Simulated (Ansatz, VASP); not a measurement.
**One calculation of AlN, two programs**

```
CELL_PARAMETERS angstrom
0.00000 2.17100 2.17100
2.17100 0.00000 2.17100
2.17100 2.17100 0.00000
ATOMIC_POSITIONS crystal
Al 0.00000 0.00000 0.00000
N 0.25000 0.25000 0.25000
```

Alike in both runs: task single point; functional LDA; k mesh 6 × 6 × 6; occupations gaussian, width 0.02 eV; no spin polarisation.

|  | VASP | Ansatz |
| --- | --- | --- |
| version | VASP 6.6.1 | Ansatz 0.2.0 |
| potentials or method | VASP PAW LDA potentials, release 64 (Al, N), cutoff 520 eV | scalar-relativistic, plane waves, PAW |
| valence electrons in the cell | 8 | 8 |

```tsv
	VASP	Ansatz	Ansatz less VASP
gap on the k mesh at the Fermi level (eV)	3.23	3.25	+0.022
least direct gap on the mesh (eV)	4.39	4.39	-0.006
pressure (GPa)	0.7	0.0	-0.62
```

LDA's correlation is that of Perdew and Zunger in VASP and of Perdew and Wang (1992) in Ansatz.
